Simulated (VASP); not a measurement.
Input of a VASP 6.6.1 run:

Contents of INCAR:

```
PREC     = Accurate       # precision mode
ENCUT    = 520            # plane-wave cutoff, eV
EDIFF    = 1E-6           # SCF threshold, eV
ISMEAR   = 0              # smearing method
SIGMA    = 0.1            # smearing width, eV
LREAL    = False          # projectors in reciprocal space
LASPH    = True           # aspherical terms in the spheres
NELM     = 100            # most SCF steps
ALGO     = Fast           # electronic algorithm
ISIF     = 2              # what is computed and relaxed
LWAVE    = False          # write WAVECAR
LCHARG   = True           # write CHGCAR
GGA      = PE             # functional
LELF     = True           # ELF
LVHAR    = True         
NBANDS   = 27             # bands
```

The input KPOINTS:

```
Automatic mesh
0
Gamma
  4 4 4
```

File POSCAR:

```
Sr3Os
1.0
    4.9960548207      0.0000000000      0.0000000000
    0.0000000000      4.9960548207      0.0000000000
    0.0000000000      0.0000000000      4.9825646025
Sr Os
3 1
Direct
    0.0000000000      0.5000000000      0.5000000000
    0.5000000000      0.0000000000      0.5000000000
    0.5000000000      0.5000000000      0.0000000000
    0.0000000000      0.0000000000      0.0000000000
```

Potentials or basis: VASP PAW PBE potentials, release 64 (Sr_sv, Os).

Command:

```sh
$ cat potpaw_PBE.64/Sr_sv/POTCAR potpaw_PBE.64/Os/POTCAR > POTCAR
$ mpirun -np 1 vasp_std > vasp.out
```

(1) What does it give for the band gap on the k mesh?

(2) Predict the pressure.

## Answers

(1) zero (bands 19 and 20 overlap by 1.30 eV).

(2) 0.3 GPa.

Caveat: spin-orbit coupling is left out, which moves the levels of the heavy elements.
